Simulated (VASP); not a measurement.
# TaAl5Au (P4/mmm) in VASP: further runs

The runs below take TaAl5Au through relaxation of cell and atoms, single point, with PBE.

Program: VASP 6.6.1. These are calculated values, not measurements. Logs are shortened: lines on timing, memory, paths and dates and some standing lists are left out, and cuts for length are marked.

## (1) The cell of the first run

It takes space group P4/mmm (No. 123, tetragonal). Conventional cell: a = 4.235 Å, b = 4.235 Å, c = 6.763 Å, α = 90.00°, β = 90.00°, γ = 90.00°. Within 3.7 Å of Ta (site symmetry 4/mmm) lie 12 Al at 2.80 to 2.99 Å and 2 Au at 3.38 Å. Within 3.5 Å of Al (site symmetry 2mm) lie 2 Au at 2.62 Å and 2 Ta at 2.80 Å and 7 Al at 2.80 to 3.08 Å. Al (site symmetry 4/mmm) has 8 Al at 2.80 Å and 4 Ta at 2.99 Å within 3.7 Å. Au (site symmetry 4/mmm) has 8 Al at 2.62 Å and 2 Ta at 3.38 Å within 3.5 Å.

## (2) Relaxation of cell and atoms, PBE

Contents of INCAR:

```
PREC = Accurate
ENCUT = 600
EDIFF = 1E-6
ISMEAR = 0
SIGMA = 0.1
LREAL = False
LASPH = True
NELM = 100
ALGO = Normal
ISIF = 3
LWAVE = False
LCHARG = False
GGA = PE
IBRION = 2
NSW = 100
EDIFFG = -0.01
```

Contents of KPOINTS:

```
regular mesh
0
Gamma
  10 10 6
```

Contents of POSCAR:

```
TaAl5Au
1.0
    4.2353395159      0.0000000000      0.0000000000
    0.0000000000      4.2353395159      0.0000000000
    0.0000000000      0.0000000000      6.7631948276
Ta Al Au
1 5 1
Direct
    0.0000000000      0.0000000000      0.0000000000
    0.0000000000      0.5000000000      0.2719639217
    0.0000000000      0.5000000000      0.7280360783
    0.5000000000      0.0000000000      0.2719639217
    0.5000000000      0.0000000000      0.7280360783
    0.5000000000      0.5000000000      0.0000000000
    0.0000000000      0.0000000000      0.5000000000
```

Potentials or basis: VASP PAW PBE potentials, release 64 (Ta_pv, Al, Au).

On the command line:

```sh
$ cat potpaw_PBE.64/Ta_pv/POTCAR potpaw_PBE.64/Al/POTCAR potpaw_PBE.64/Au/POTCAR > POTCAR
$ mpirun -np 1 vasp_std > vasp.out
```

OUTCAR:

```text
PREC = Accurate
   ENCUT = 600
   EDIFF = 1E-6
   ISMEAR = 0
   LREAL = False
   LASPH = True
   NELM = 100
   ISIF = 3
   GGA = PE
   IBRION = 2
   NSW = 100
   EDIFFG = -0.01

 ion  position               nearest neighbor table
   1  0.000  0.000  0.000-   2 2.80   3 2.80   4 2.80   5 2.80   2 2.80   3 2.80   4 2.80   5 2.80
                             6 2.99   6 2.99   6 2.99   6 2.99   7 3.38   7 3.38
   2  0.000  0.500  0.272-   7 2.62   7 2.62   1 2.80   1 2.80   6 2.80   6 2.80   4 2.99   4 2.99
                             4 2.99   4 2.99   3 3.08
   3  0.000  0.500  0.728-   7 2.62   7 2.62   1 2.80   1 2.80   6 2.80   6 2.80   5 2.99   5 2.99
                             5 2.99   5 2.99   2 3.08
   4  0.500  0.000  0.272-   7 2.62   7 2.62   1 2.80   6 2.80   1 2.80   6 2.80   2 2.99   2 2.99
                             2 2.99   2 2.99   5 3.08
   5  0.500  0.000  0.728-   7 2.62   7 2.62   1 2.80   6 2.80   1 2.80   6 2.80   3 2.99   3 2.99
                             3 2.99   3 2.99   4 3.08
   6  0.500  0.500  0.000-   2 2.80   3 2.80   4 2.80   5 2.80   4 2.80   5 2.80   2 2.80   3 2.80
                             1 2.99   1 2.99   1 2.99   1 2.99
   7  0.000  0.000  0.500-   2 2.62   3 2.62   4 2.62   5 2.62   2 2.62   3 2.62   4 2.62   5 2.62
                             1 3.38   1 3.38

  LATTYP: Found a simple tetragonal cell.
 ALAT       =     4.2353395159
 C/A-ratio  =     1.5968483287

  Lattice vectors:

 A1 = (   4.2353395159,   0.0000000000,   0.0000000000)
 A2 = (   0.0000000000,   4.2353395159,   0.0000000000)
 A3 = (   0.0000000000,   0.0000000000,   6.7631948276)

Analysis of symmetry for initial positions (statically):
=====================================================================
 Subroutine PRICEL returns:
 Original cell was already a primitive cell.

 Routine SETGRP: Setting up the symmetry group for a
 simple tetragonal supercell.

 Subroutine GETGRP returns: Found 16 space group operations
 (whereof 16 operations were pure point group operations)
 out of a pool of 16 trial point group operations.

The static configuration has the point symmetry D_4h.

Analysis of symmetry for dynamics (positions and initial velocities):
=====================================================================
 Subroutine PRICEL returns:
 Original cell was already a primitive cell.

 Routine SETGRP: Setting up the symmetry group for a
 simple tetragonal supercell.

 Subroutine GETGRP returns: Found 16 space group operations
 (whereof 16 operations were pure point group operations)
 out of a pool of 16 trial point group operations.

The dynamic configuration has the point symmetry D_4h.

 Subroutine INISYM returns: Found 16 space group operations
 (whereof 16 operations are pure point group operations),
 and found     1 'primitive' translations

----------------------------------------------------------------------------------------

                                     Primitive cell

  volume of cell :     121.3189

  direct lattice vectors                    reciprocal lattice vectors
     4.235339516  0.000000000  0.000000000     0.236108580  0.000000000  0.000000000
     0.000000000  4.235339516  0.000000000     0.000000000  0.236108580  0.000000000
     0.000000000  0.000000000  6.763194828     0.000000000  0.000000000  0.147859115

  length of vectors
     4.235339516  4.235339516  6.763194828     0.236108580  0.236108580  0.147859115

  position of ions in fractional coordinates (direct lattice)
     0.000000000  0.000000000  0.000000000
     0.000000000  0.500000000  0.271963922
     0.000000000  0.500000000  0.728036078
     0.500000000  0.000000000  0.271963922
     0.500000000  0.000000000  0.728036078
     0.500000000  0.500000000  0.000000000
     0.000000000  0.000000000  0.500000000

  ion indices of the primitive-cell ions
   primitive index   ion index
                 1           1
                 2           2
                 3           3
                 4           4
                 5           5
                 6           6
[... 48 lines left out ...]
 Gauss-broadening in eV      SIGMA  =   0.10
  energy-cutoff  :      600.00
  volume of cell :      121.32
 maximum number of plane-waves:      4076
 NGX is ok and might be reduce to    36
   NGX = 17   NGY = 17   NGZ = 27

--------------------------------------- Ionic step        1  -------------------------------------------

 number of electron      37.0000001 magnetization

 Free energy of the ion-electron system (eV)
  ---------------------------------------------------
  ext. energy  EPLUGINS =         0.00000000
  ---------------------------------------------------
  free energy    TOTEN  =       -34.55989427 eV

  energy without entropy =      -34.53983389  energy(sigma->0) =      -34.54986408

------------------------ aborting loop because EDIFF is reached ----------------------------------------

  FORCE on cell =-STRESS in cart. coord.  units (eV):
  Direction    XX          YY          ZZ          XY          YZ          ZX
  --------------------------------------------------------------------------------------
  -------------------------------------------------------------------------------------
  Total       -0.0818668     -0.0818668      0.1833940      0.0000000      0.0000000     -0.0000000
  in kB       -1.0811603     -1.0811603      2.4219626      0.0000000      0.0000000     -0.0000000
  external PRESSURE =       0.0865473 kB  Pullay stress =       0.0000000 kB
[... 104 lines left out ...]
  FREE ENERGIE OF THE ION-ELECTRON SYSTEM (eV)
  ---------------------------------------------------
  free  energy   TOTEN  =       -34.5611816897 eV

  energy  without entropy=      -34.5418038028  energy(sigma->0) =      -34.55149275

[... ionic steps 4 to 27 ...]

--------------------------------------- Ionic step       28  -------------------------------------------

 number of electron      37.0000000 magnetization

------------------------ aborting loop because EDIFF is reached ----------------------------------------

  FORCE on cell =-STRESS in cart. coord.  units (eV):
  Direction    XX          YY          ZZ          XY          YZ          ZX
  --------------------------------------------------------------------------------------
  -------------------------------------------------------------------------------------
  Total       -0.1949926     -0.1949926     -0.0326277      0.0000000      0.0000000     -0.0000000
  in kB       -2.5770318     -2.5770318     -0.4312088      0.0000000      0.0000000     -0.0000000
  external PRESSURE =      -1.8617574 kB  Pullay stress =       0.0000000 kB
[... 67 lines left out ...]
  energy  without entropy=      -34.8516644447  energy(sigma->0) =      -34.85715868

--------------------------------------- Ionic step       30  -------------------------------------------

 number of electron      37.0000000 magnetization

 Free energy of the ion-electron system (eV)
  ---------------------------------------------------
  ext. energy  EPLUGINS =         0.00000000
  ---------------------------------------------------
  free energy    TOTEN  =       -34.86287973 eV

  energy without entropy =      -34.85238880  energy(sigma->0) =      -34.85763427

 E-fermi :   7.6015     XC(G=0): -10.7207

 val. band max:        7.5973277491   @ k =   0.5000   0.0000   0.1667
 cond. band min:       7.6233901395   @ k =   0.2000   0.2000   0.1667
 fundamental gap:      0.0260623904
 Fermi energy:         7.6015494827

 k-point     1 :       0.0000    0.0000    0.0000
  band No.  band energies     occupation
      1     -26.9377      2.00000
      2     -26.9377      2.00000
      3     -26.8441      2.00000
      4      -3.0454      2.00000
      5      -0.7667      2.00000
      6      -0.1261      2.00000
[... 574 lines left out ...]
      6       0.7083      2.00000
[... 14 lines left out ...]
     21       9.1207      0.00000
     22       9.9393      0.00000

 [... further k-points ...]

------------------------ aborting loop because EDIFF is reached ----------------------------------------

  FORCE on cell =-STRESS in cart. coord.  units (eV):
  Direction    XX          YY          ZZ          XY          YZ          ZX
  --------------------------------------------------------------------------------------
  -------------------------------------------------------------------------------------
  Total       -0.0153398     -0.0153398      0.0158527      0.0000000     -0.0000000      0.0000000
  in kB       -0.2029900     -0.2029900      0.2097782      0.0000000     -0.0000000      0.0000000
  external PRESSURE =      -0.0654006 kB  Pullay stress =       0.0000000 kB
[... 22 lines left out ...]
  FREE ENERGIE OF THE ION-ELECTRON SYSTEM (eV)
  ---------------------------------------------------
  free  energy   TOTEN  =       -34.8628797298 eV

  energy  without entropy=      -34.8523888009  energy(sigma->0) =      -34.85763427

 reached required accuracy - stopping structural energy minimisation
```

Run time: 24 min. Hardware: 1 thread of Intel Xeon 6975P-C (Granite Rapids), shared host; peak memory 0.52 GiB.

What came out:

```yaml
Free_energy: -34.8629 eV
Relaxed_volume: 17.30 Å³/atom
Relaxed_cell: a = 3.914 Å, b = 3.914 Å, c = 7.904 Å, α = 90.00°, β = 90.00°, γ = 90.00°
Space_group_after_relaxing_to_0.05_Å: P4/mmm (No. 123)
Energy_gained_by_relaxing: 43.3 meV/atom
Ionic_steps: 30
Pressure_after_relaxing: 0.0 GPa
Largest_force_after_relaxing: 0.004 eV/Å
```

Forces on the atoms (eV/Å):
```
Ta   0.000  0.000  0.000
Al   0.000  0.000  0.004
Al   0.000  0.000 -0.004
Al   0.000  0.000  0.004
Al   0.000  0.000 -0.004
Al   0.000  0.000  0.000
Au   0.000  0.000  0.000
```

Step by step:
```
step  energy change (eV)  largest force (eV/Å)  pressure (GPa)  volume (Å³)
   1              0.0000                0.0210            0.01       121.32
   2             -0.0004                0.0140           -0.01       121.34
   3             -0.0013                0.0071           -0.08       121.38
   4             -0.0023                0.0486           -0.20       121.47
   5             -0.0054                0.1271           -0.39       121.62
   6             -0.0453                0.2762           -0.66       121.80
   7             -0.0851                0.7597           -0.48       121.72
   8             -0.0953                0.5153           -0.71       121.82
   9             -0.0995                0.5969           -0.68       121.80
  10             -0.0995                0.5977           -0.67       121.80
  11             -0.0996                0.5999           -0.67       121.80
  12             -0.0998                0.6043           -0.67       121.81
  13             -0.1000                0.6133           -0.68       121.82
  14             -0.1002                0.6311           -0.68       121.84
  15             -0.1005                0.6307           -0.68       121.83
  16             -0.1014                0.6292           -0.67       121.82
  17             -0.1032                0.6266           -0.66       121.80
  18             -0.1068                0.6208           -0.63       121.75
  19             -0.1138                0.6096           -0.53       121.65
  20             -0.1274                0.5870           -0.38       121.47
  21             -0.1525                0.5421           -0.07       121.09
  22             -0.1949                0.4530            0.55       120.32
  23             -0.2474                0.2779            2.02       118.77
  24             -0.2077                0.0872            5.68       115.57
  25             -0.2569                0.1585            3.07       117.77
  26             -0.2811                0.1091            2.01       118.83
  27             -0.3025                0.0193           -0.04       121.06
  28             -0.3026                0.0133           -0.19       121.23
  29             -0.3028                0.0086           -0.13       121.19
  30             -0.3030                0.0035           -0.01       121.08
```

Final structure:
```
Ta Al Au
1.0
     3.91376    0.00000    0.00000
     0.00000    3.91376    0.00000
     0.00000    0.00000    7.90434
Ta Al Au
1 5 1
Direct
  0.00000 0.00000 0.00000
  0.00000 0.50000 0.26796
  0.00000 0.50000 0.73204
  0.50000 0.00000 0.26796
  0.50000 0.00000 0.73204
  0.50000 0.50000 0.00000
  0.00000 0.00000 0.50000
```

Levels at points of the mesh, in eV from the Fermi level:
| k point | band 16 | band 17 | band 18 | band 19 | band 20 | band 21 |
| --- | --- | --- | --- | --- | --- | --- |
| (0.00, 0.00, 0.00) | -1.41 | -1.34 | -1.34 | 0.14 | 0.80 | 1.77 |
| (0.50, 0.00, 0.00) | -1.02 | -0.60 | 0.28 | 0.97 | 1.04 | 1.34 |
| (0.50, 0.50, 0.00) | -3.69 | -2.35 | -2.35 | -1.70 | -0.91 | 1.08 |
| (0.00, 0.00, 0.50) | -0.54 | -0.54 | -0.36 | 0.14 | 1.63 | 1.63 |
| (0.50, 0.00, 0.50) | -1.93 | -0.96 | -0.96 | 0.57 | 1.42 | 1.62 |
| (0.50, 0.50, 0.50) | -3.38 | -1.78 | -1.78 | -1.03 | 0.61 | 1.07 |

Caveat: spin-orbit coupling is left out, which moves the levels of the heavy elements.

## (3) Single point, PBE

Contents of INCAR:

```
  PREC = Accurate
  ENCUT = 520
  EDIFF = 1E-7
  ISMEAR = 0
  SIGMA = 0.1
  LREAL = False
  LASPH = True
  NELM = 80
  ALGO = Normal
  ISIF = 2
  LWAVE = False
  LCHARG = False
  GGA = PE
  NBANDS = 28
```

Contents of KPOINTS:

```
Automatic mesh
0
Gamma
  4 4 4
```

POSCAR is that of step 2.

Potentials or basis: VASP PAW PBE potentials, release 64 (Ta_pv, Al, Au).

On the command line:

```sh
$ cat potpaw_PBE.64/Ta_pv/POTCAR potpaw_PBE.64/Al/POTCAR potpaw_PBE.64/Au/POTCAR > POTCAR
$ mpirun -np 1 vasp_std > vasp.out
```

It took 40 s on 1 thread of Intel Xeon Platinum 8375C at 2.90GHz (Ice Lake), shared host; peak memory 0.23 GiB.

It converged, with:

- Free energy: -34.6327 eV
- Pressure: -0.1 GPa
- Largest force: 0.011 eV/Å

Forces in eV/Å, atoms in the order of the input:
```
Ta   0.000  0.000  0.000
Al   0.000  0.000  0.011
Al   0.000  0.000 -0.011
Al   0.000  0.000  0.011
Al   0.000  0.000 -0.011
Al   0.000  0.000  0.000
Au   0.000  0.000  0.000
```

Levels at points of the mesh, in eV from the Fermi level:
```tsv
k point	band 16	band 17	band 18	band 19	band 20	band 21
(0.00, 0.00, 0.00)	-1.88	-0.50	-0.35	0.17	0.59	0.60
(0.50, 0.00, 0.00)	-1.30	-0.83	-0.54	0.21	0.41	0.64
(0.50, 0.50, 0.00)	-3.57	-3.21	-3.21	-1.70	-0.68	0.60
(0.00, 0.00, 0.50)	-1.65	-1.65	-0.37	-0.24	0.45	0.94
(0.50, 0.00, 0.50)	-2.28	-1.01	-0.02	0.23	0.33	0.67
(0.50, 0.50, 0.50)	-3.58	-1.99	-1.99	-0.23	0.27	0.59
```

Caveat: the k points lie up to 0.37 Å⁻¹ apart; spin-orbit coupling is left out, which moves the levels of the heavy elements.

## (4) Relaxation of cell and atoms, PBE

This run uses another cell than the first one, of 14.62 Å³/atom, 0.844 times its volume.

Contents of INCAR:

```
  PREC = Accurate
  ENCUT = 600
  EDIFF = 1E-6
  ISMEAR = 0
  SIGMA = 0.1
  LREAL = False
  LASPH = True
  NELM = 80
  ALGO = Fast
  ISIF = 3
  LWAVE = False
  LCHARG = False
  GGA = PE
  IBRION = 2
  NSW = 90
  EDIFFG = -0.04
```

KPOINTS is that of step 3.

Contents of POSCAR:

```
TaAl5Au
1.0
    4.0000146600      0.0000000000      0.0000000000
    0.0000000000      4.0000146600      0.0000000000
    0.0000000000      0.0000000000      6.3961613500
Ta Al Au
1 5 1
Direct
    0.0000000000      0.0000000000      0.0000000000
    0.0000000000      0.5000000000      0.2980237600
    0.0000000000      0.5000000000      0.7019762400
    0.5000000000      0.0000000000      0.2980237600
    0.5000000000      0.0000000000      0.7019762400
    0.5000000000      0.5000000000      0.0000000000
    0.0000000000      0.0000000000      0.5000000000
```

On the command line:

```sh
$ cat potpaw_PBE.64/Ta_pv/POTCAR potpaw_PBE.64/Al/POTCAR potpaw_PBE.64/Au/POTCAR > POTCAR
$ mpirun -np 1 vasp_std > vasp.out
```

Wall time 8.6 min (1 thread of Intel Xeon Platinum 8375C at 2.90GHz (Ice Lake), shared host); peak memory 0.27 GiB.

It converged, with:

```yaml
Free_energy: -34.8878 eV
Relaxed_volume: 17.31 Å³/atom
Relaxed_cell: a = 3.914 Å, b = 3.914 Å, c = 7.908 Å, α = 90.00°, β = 90.00°, γ = 90.00°
Space_group_after_relaxing_to_0.05_Å: P4/mmm (No. 123)
Energy_gained_by_relaxing: 337.2 meV/atom
Ionic_steps: 23
Pressure_after_relaxing: 0.0 GPa
Largest_force_after_relaxing: 0.019 eV/Å
```

Forces in eV/Å, atoms in the order of the input:
```
Ta   0.000  0.000  0.000
Al   0.000  0.000  0.019
Al   0.000  0.000 -0.019
Al   0.000  0.000  0.019
Al   0.000  0.000 -0.019
Al   0.000  0.000  0.000
Au   0.000  0.000  0.000
```

The path:
| step | energy change (eV) | largest force (eV/Å) | pressure (GPa) | volume (Å³) |
| --- | --- | --- | --- | --- |
| 1 | 0.0000 | 2.4481 | 29.27 | 102.34 |
| 2 | -0.6169 | 0.3846 | -13.46 | 147.20 |
| 3 | -1.9098 | 0.8525 | -1.80 | 123.30 |
| 4 | -1.9101 | 0.8702 | -1.41 | 122.86 |
| 5 | -2.0324 | 0.5267 | -0.15 | 121.24 |
| 6 | -2.0896 | 0.0133 | 2.24 | 118.84 |
| 7 | -2.0913 | 0.1009 | 1.84 | 119.21 |
| 8 | -2.1041 | 0.0777 | -1.11 | 122.42 |
| 9 | -2.1078 | 0.0236 | -0.20 | 121.36 |
| 10 | -2.1150 | 0.0540 | -0.21 | 121.36 |
| 11 | -2.1592 | 0.1129 | -0.17 | 121.36 |
| 12 | -2.2698 | 0.0759 | -0.06 | 121.19 |
| 13 | -2.3475 | 0.0937 | 0.86 | 120.27 |
| 14 | -1.4478 | 0.1384 | 7.13 | 116.29 |
| 15 | -2.3527 | 0.1136 | 1.03 | 120.08 |
| 16 | -2.3516 | 0.0943 | 1.25 | 119.81 |
| 17 | -2.3539 | 0.1047 | 1.13 | 119.94 |
| 18 | -2.3555 | 0.0596 | 0.38 | 120.77 |
| 19 | -2.3562 | 0.0765 | 0.64 | 120.47 |
| 20 | -2.3582 | 0.0711 | 0.38 | 120.77 |
| 21 | -2.3594 | 0.0621 | -0.07 | 121.27 |
| 22 | -2.3598 | 0.0513 | -0.07 | 121.24 |
| 23 | -2.3605 | 0.0187 | -0.04 | 121.16 |

Final structure:
```xyz
7
Lattice="3.9143 0.0000 0.0000 0.0000 3.9143 0.0000 0.0000 0.0000 7.9077" Properties=species:S:1:pos:R:3 pbc="T T T"
Ta    0.0000    0.0000    0.0000
Al    3.9143    1.9572    2.1216
Al    0.0000    1.9572    5.7861
Al    1.9572    0.0000    2.1216
Al    1.9572    3.9143    5.7861
Al    1.9572    1.9572    0.0000
Au    0.0000    0.0000    3.9539
```

Levels at points of the mesh, in eV from the Fermi level:
| k point | band 16 | band 17 | band 18 | band 19 | band 20 | band 21 |
| --- | --- | --- | --- | --- | --- | --- |
| (0.00, 0.00, 0.00) | -1.31 | -1.22 | -1.22 | 0.21 | 0.93 | 1.89 |
| (0.50, 0.00, 0.00) | -0.93 | -0.51 | 0.39 | 1.09 | 1.16 | 1.41 |
| (0.50, 0.50, 0.00) | -3.57 | -2.22 | -2.22 | -1.59 | -0.78 | 1.17 |
| (0.00, 0.00, 0.50) | -0.42 | -0.42 | -0.25 | 0.21 | 1.74 | 1.74 |
| (0.50, 0.00, 0.50) | -1.81 | -0.85 | -0.84 | 0.67 | 1.49 | 1.74 |
| (0.50, 0.50, 0.50) | -3.24 | -1.65 | -1.65 | -0.91 | 0.70 | 1.19 |

Caveat: the k points lie up to 0.40 Å⁻¹ apart in the final cell; the volume moved by over 15 % at a fixed basis, so the end points are rough; spin-orbit coupling is left out, which moves the levels of the heavy elements.

## (5) The runs side by side

| task | cell | k mesh | cutoff (eV) | gap on the mesh (eV) | pressure (GPa) | relaxed volume (Å³/atom) | largest force (eV/Å) |
| --- | --- | --- | --- | --- | --- | --- | --- |
| relaxation of cell and atoms | relaxed from a = 4.235, b = 4.235, c = 6.763 Å, 7 atoms | 10 × 10 × 6 | 600 | none | 0.0 | 17.30 | - |
| single point | a = 4.235, b = 4.235, c = 6.763 Å, 7 atoms | 4 × 4 × 4 | 520 | none | -0.1 | - | 0.01 |
| relaxation of cell and atoms | relaxed from a = 4.000, b = 4.000, c = 6.396 Å, 7 atoms | 4 × 4 × 4 | 600 | none | 0.0 | 17.31 | 0.02 |

Alike in all rows: level PBE; potentials or basis VASP PAW PBE potentials, release 64 (Ta_pv, Al, Au); no spin polarisation; smearing gaussian 0.1 eV.

Caveats: some runs use coarse meshes; spin-orbit coupling is left out, which moves the levels of the heavy elements; the volume moved by over 15 % at a fixed basis, so the end points are rough (some runs).

Absolute energies hang on the potentials; compare differences alone.
